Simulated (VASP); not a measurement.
# Re (Fm-3m) in VASP: relaxation of cell and atoms with LDA

Aim: the relaxation of cell and atoms of Re with LDA.

All numbers are computed with VASP 6.6.1; they aren't measurements. Logs are shortened: lines on timing, memory, paths and dates and some standing lists are left out, and cuts for length are marked.

## Step 1: The cell of the first run

Symmetry: Fm-3m, No. 225, cubic system. The conventional cell has a = 3.863 Å, b = 3.863 Å, c = 3.863 Å, α = 90.00°, β = 90.00°, γ = 90.00°. Within 3.6 Å of Re (site symmetry m-3m) lie 12 Re at 2.73 Å.

This isn't the form of Re at room conditions, which is hcp.

## Step 2: Relaxation of cell and atoms, LDA, non-collinear spin, zero start, spin-orbit coupling

The input, INCAR:

```
SYSTEM = Re
PREC = Accurate
ENCUT = 600
EDIFF = 1E-7
ISMEAR = -1
SIGMA = 0.05
LREAL = .False.
LASPH = .True.
NELM = 150
ALGO = Normal
ISIF = 3
LWAVE = .False.
LCHARG = .False.
MAGMOM = 0 0 0
LORBIT = 11
LSORBIT = .True.
GGA_COMPAT = .False.
LORBMOM = .True.
LMAXMIX = 4
GGA = CA
IBRION = 2
NSW = 45
EDIFFG = -0.005
```

The input, KPOINTS:

```
Automatic mesh
0
Gamma
  18 18 18
  0 0 0
```

The input, POSCAR:

```
Re
1.0
    0.0000000000      1.9313884284      1.9313884284
    1.9313884284      0.0000000000      1.9313884284
    1.9313884284      1.9313884284      0.0000000000
Re
1
Direct
    0.0000000000      0.0000000000      0.0000000000
```

Potentials or basis: VASP PAW LDA potentials, release 64 (Re).

Launch:

```bash
cat potpaw_LDA.64/Re/POTCAR > POTCAR
mpirun -np 1 vasp_ncl > vasp.out
```

OUTCAR:

```text
SYSTEM = Re
   PREC = Accurate
   ENCUT = 600
   EDIFF = 1E-7
   ISMEAR = -1
   LREAL = .False.
   LASPH = .True.
   NELM = 150
   ISIF = 3
   LORBIT = 11
   LSORBIT = .True.
   GGA = CA
   IBRION = 2
   NSW = 45
   EDIFFG = -0.005

 ion  position               nearest neighbor table
   1  0.000  0.000  0.000-

  LATTYP: Found a face centered cubic cell.
 ALAT       =     3.8627768568

  Lattice vectors:

 A1 = (   0.0000000000,   1.9313884284,   1.9313884284)
 A2 = (   1.9313884284,   0.0000000000,   1.9313884284)
 A3 = (   1.9313884284,   1.9313884284,   0.0000000000)

Analysis of symmetry for initial positions (statically):
=====================================================================
 Subroutine PRICEL returns:
 Original cell was already a primitive cell.

 Routine SETGRP: Setting up the symmetry group for a
 face centered cubic supercell.

 Subroutine GETGRP returns: Found 48 space group operations
 (whereof 48 operations were pure point group operations)
 out of a pool of 48 trial point group operations.

The static configuration has the point symmetry O_h .

Analysis of symmetry for dynamics (positions and initial velocities):
=====================================================================
 Subroutine PRICEL returns:
 Original cell was already a primitive cell.

 Routine SETGRP: Setting up the symmetry group for a
 face centered cubic supercell.

 Subroutine GETGRP returns: Found 48 space group operations
 (whereof 48 operations were pure point group operations)
 out of a pool of 48 trial point group operations.

The dynamic configuration has the point symmetry O_h .

Analysis of structural, dynamic, and magnetic symmetry:
=====================================================================
 Subroutine PRICEL returns:
 Original cell was already a primitive cell.

 Routine SETGRP: Setting up the symmetry group for a
 face centered cubic supercell.

 Subroutine GETGRP returns: Found 48 space group operations
 (whereof 48 operations were pure point group operations)
 out of a pool of 48 trial point group operations.

The overall configuration has the point symmetry O_h .

 Subroutine INISYM returns: Found 48 space group operations
 (whereof 48 operations are pure point group operations),
 and found     1 'primitive' translations

----------------------------------------------------------------------------------------

                                     Primitive cell

  volume of cell :      14.4092

  direct lattice vectors                    reciprocal lattice vectors
     0.000000000  1.931388428  1.931388428    -0.258881120  0.258881120  0.258881120
     1.931388428  0.000000000  1.931388428     0.258881120 -0.258881120  0.258881120
     1.931388428  1.931388428  0.000000000     0.258881120  0.258881120 -0.258881120

  length of vectors
     2.731395710  2.731395710  2.731395710     0.448395253  0.448395253  0.448395253

  position of ions in fractional coordinates (direct lattice)
     0.000000000  0.000000000  0.000000000

  ion indices of the primitive-cell ions
   primitive index   ion index
                 1           1

----------------------------------------------------------------------------------------

 KPOINTS: Automatic mesh

Automatic generation of k-mesh.
 Grid dimensions read from file:
 generate k-points for:   18   18   18

 Generating k-lattice:

  Cartesian coordinates                     Fractional coordinates (reciprocal lattice)
    -0.014382284  0.014382284  0.014382284     0.055555556  0.000000000  0.000000000
     0.014382284 -0.014382284  0.014382284     0.000000000  0.055555556  0.000000000
     0.014382284  0.014382284 -0.014382284     0.000000000  0.000000000  0.055555556

  Length of vectors
     0.024910847  0.024910847  0.024910847

  Shift w.r.t. Gamma in fractional coordinates (k-lattice)
[... 75 lines left out ...]
  Thomas-Fermi vector in A             =   2.418992
   LORBIT       =     11    0 simple, 1 ext, 2 COOP (PROOUT), +10 PAW based schemes
   GGA     = CA    functional components
   LHFCALC =     F    Hartree Fock is set to
   AEXX    =    0.0000 exact exchange contribution
   IVDW    =     0    specifies the selected vdW correction
   LEPSILON=     F    determine dielectric tensor
   LRPA    =     F    only Hartree local field effects (RPA)
 conjugate gradient relaxation of ions
  energy-cutoff  :      600.00
  volume of cell :       14.41
 maximum number of plane-waves:      1062
 NGX is ok and might be reduce to    24
   NGX = 11   NGY = 11   NGZ = 11

--------------------------------------- Ionic step        1  -------------------------------------------

 number of electron       7.0000000 magnetization       0.0000000     -0.0000000     -0.0000000

 number of electron       7.0000000 magnetization      -0.0000000     -0.0000000     -0.0000000

 number of electron       7.0000000 magnetization       0.0000000      0.0000000      0.0000000

 number of electron       7.0000000 magnetization       0.0000000      0.0000000     -0.0000000

 Free energy of the ion-electron system (eV)
  ---------------------------------------------------
  ext. energy  EPLUGINS =         0.00000000
  ---------------------------------------------------
  free energy    TOTEN  =       -14.01813082 eV

  energy without entropy =      -14.01135600  energy(sigma->0) =      -14.01474341

------------------------ aborting loop because EDIFF is reached ----------------------------------------

  FORCE on cell =-STRESS in cart. coord.  units (eV):
  Direction    XX          YY          ZZ          XY          YZ          ZX
  --------------------------------------------------------------------------------------
  -------------------------------------------------------------------------------------
  Total        0.1366715      0.1366715      0.1366715      0.0000000      0.0000000      0.0000000
  in kB       15.1967168     15.1967168     15.1967168      0.0000000      0.0000000      0.0000000
  external PRESSURE =      15.1967168 kB  Pullay stress =       0.0000000 kB
[... 61 lines left out ...]
 number of electron       7.0000000 magnetization       0.0000000     -0.0000000      0.0000000

 number of electron       7.0000000 magnetization      -0.0000000      0.0000000     -0.0000000

 Free energy of the ion-electron system (eV)
  ---------------------------------------------------
  ext. energy  EPLUGINS =         0.00000000
  ---------------------------------------------------
  free energy    TOTEN  =       -14.01838381 eV

  energy without entropy =      -14.01160045  energy(sigma->0) =      -14.01499213

 E-fermi :   8.3375     XC(G=0): -13.9353

 val. band max:        8.3208956544   @ k =   0.4444   0.3889   0.0556
 cond. band min:       8.3434874313   @ k =  -0.3333   0.2778   0.0000
 fundamental gap:      0.0225917769
 Fermi energy:         8.3375075595

 k-point     1 :       0.0000    0.0000    0.0000
  band No.  band energies     occupation
      1      -1.8375      1.00000
      2      -1.8375      1.00000
      3       6.1120      1.00000
      4       6.1120      1.00000
      5       6.1120      1.00000
      6       6.1120      1.00000
      7       6.7096      1.00000
      8       6.7096      1.00000
      9       9.6840      0.00000
     10       9.6840      0.00000
     11       9.6840      0.00000
     12       9.6840      0.00000
     13      22.3190      0.00000
     14      22.3190      0.00000
[... 377 lines left out ...]
      1       0.4913      1.00000
      2       0.4913      1.00000
      3       5.3460      1.00000
      4       5.3460      1.00000
      5       6.4907      1.00000
      6       6.4907      1.00000
      7       7.2486      1.00000
      8       7.2486      1.00000
      9       9.1812      0.00000
     10       9.1812      0.00000
     11      10.3430      0.00000
     12      10.3430      0.00000
     13      22.7704      0.00000
     14      22.7704      0.00000

 [... further k-points ...]

------------------------ aborting loop because EDIFF is reached ----------------------------------------

  FORCE on cell =-STRESS in cart. coord.  units (eV):
  Direction    XX          YY          ZZ          XY          YZ          ZX
  --------------------------------------------------------------------------------------
  -------------------------------------------------------------------------------------
  Total       -0.0001027     -0.0001027     -0.0001027      0.0000000      0.0000000      0.0000000
  in kB       -0.0113754     -0.0113754     -0.0113754      0.0000000      0.0000000      0.0000000
  external PRESSURE =      -0.0113754 kB  Pullay stress =       0.0000000 kB
[... 16 lines left out ...]
  FREE ENERGIE OF THE ION-ELECTRON SYSTEM (eV)
  ---------------------------------------------------
  free  energy   TOTEN  =       -14.0183838053 eV

  energy  without entropy=      -14.0116004472  energy(sigma->0) =      -14.01499213

 reached required accuracy - stopping structural energy minimisation

 orbital moment (x)

 # of ion     p       d       tot
 ----------------------------------------
  1        -0.000  -0.000  -0.000
 ----------------------------------------
           -0.000  -0.000  -0.000

 orbital moment (y)

 # of ion     p       d       tot
 ----------------------------------------
  1         0.000   0.000   0.000
 ----------------------------------------
            0.000   0.000   0.000

 orbital moment (z)

 # of ion     p       d       tot
 ----------------------------------------
  1         0.000   0.000   0.000
 ----------------------------------------
            0.000   0.000   0.000

 Spin-Orbit-Coupling matrix elements

 Ion:    1  E_soc:     -0.6543302
 l=   1
     0.0000000    -0.0435511    -0.0435511
    -0.0435511     0.0000000    -0.0435511
    -0.0435511    -0.0435511     0.0000000
 l=   2
     0.0000000    -0.0125528     0.0000000    -0.0125528    -0.0529511
    -0.0125528     0.0000000    -0.0397133    -0.0125528    -0.0132378
     0.0000000    -0.0397133     0.0000000    -0.0397133     0.0000000
    -0.0125528    -0.0125528    -0.0397133     0.0000000    -0.0132378
    -0.0529511    -0.0132378     0.0000000    -0.0132378     0.0000000
 l=   3
     0.0000000     0.0000000     0.0000000     0.0000000     0.0000000     0.0000000     0.0000000
     0.0000000     0.0000000     0.0000000     0.0000000     0.0000000     0.0000000     0.0000000
     0.0000000     0.0000000     0.0000000     0.0000000     0.0000000     0.0000000     0.0000000
     0.0000000     0.0000000     0.0000000     0.0000000     0.0000000     0.0000000     0.0000000
     0.0000000     0.0000000     0.0000000     0.0000000     0.0000000     0.0000000     0.0000000
     0.0000000     0.0000000     0.0000000     0.0000000     0.0000000     0.0000000     0.0000000
     0.0000000     0.0000000     0.0000000     0.0000000     0.0000000     0.0000000     0.0000000

 total charge

# of ion       s       p       d       tot
------------------------------------------
    1        0.631   0.706   4.885   6.223

 magnetization (x)

# of ion       s       p       d       tot
------------------------------------------
    1       -0.000  -0.000  -0.000  -0.000

 magnetization (y)

# of ion       s       p       d       tot
------------------------------------------
    1        0.000  -0.000   0.000   0.000

 magnetization (z)

# of ion       s       p       d       tot
------------------------------------------
    1       -0.000   0.000   0.000   0.000
```

Run time: 6.2 min. Hardware: 1 thread of Intel Xeon 8259CL, shared host; peak memory 0.23 GiB.

What came out:

| Quantity | Value |
| --- | --- |
| Free energy | -14.0184 eV |
| Relaxed volume | 14.46 Å³/atom |
| Relaxed cell | a = 2.735 Å, b = 2.735 Å, c = 2.735 Å, α = 60.00°, β = 60.00°, γ = 60.00° |
| Space group after relaxing (to 0.1 Å) | Fm-3m (No. 225) |
| Energy gained by relaxing | 0.3 meV/atom |
| Ionic steps | 3 |
| Pressure after relaxing | 0.0 GPa |
| Net moment | 0.00 μB per cell |
| Valence electrons inside the program's atomic spheres | Re 6.22 |

Step by step:
```csv
step,energy change (eV),largest force (eV/Å),pressure (GPa),volume (Å³)
1,0.0000,0.0000,1.52,14.41
2,0.0044,0.0000,-6.25,14.70
3,-0.0003,0.0000,0.00,14.46
```

Final structure:
```cif
data_structure
_symmetry_space_group_name_H-M 'P 1'
_symmetry_Int_Tables_number 1
_cell_length_a 2.7348
_cell_length_b 2.7348
_cell_length_c 2.7348
_cell_angle_alpha 60.000
_cell_angle_beta 60.000
_cell_angle_gamma 60.000
_cell_volume 14.46
loop_
_atom_site_label
_atom_site_type_symbol
_atom_site_fract_x
_atom_site_fract_y
_atom_site_fract_z
_atom_site_occupancy
Re1 Re 0.00000 0.00000 0.00000 1
```

Moments on the atoms (μB; x, y, z):
```
Re  0.00 0.00 0.00
```
